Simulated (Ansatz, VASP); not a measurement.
Two plane-wave programs on CsI

```
Cs I
1.0
     4.60814    0.00000    0.00000
     0.00000    4.60814    0.00000
     0.00000    0.00000    4.60814
Cs I
1 1
Direct
  0.00000 0.00000 0.00000
  0.50000 0.50000 0.50000
```

Alike in both runs: task single point; functional r2SCAN; k mesh 2 × 2 × 2; no spin polarisation.

```csv
,VASP,Ansatz
version,VASP 6.6.1,Ansatz 0.2.0
potentials or method,"VASP PAW PBE potentials, release 64 (Cs_sv, I)",plane waves
plane-wave cutoff (eV),550,500
occupations,"gaussian, width 0.01 eV",fixed
valence electrons in the cell,16,26
```

VASP gave:

```
gap on the k mesh at the Fermi level (eV) : 4.43
pressure (GPa)                            : 0.8
```

Problem. What did Ansatz give for the same quantities?

Solution. gap on the k mesh at the Fermi level (eV): 4.45; pressure (GPa): 0.8.

VASP's potentials were made for PBE, not for r2SCAN. VASP's potentials hold 16 valence electrons a cell and Ansatz's 26, so a difference there can come from the potentials and not from the codes.

The k mesh is coarse, so the values compare programs but aren't converged. Spin-orbit coupling is off throughout.
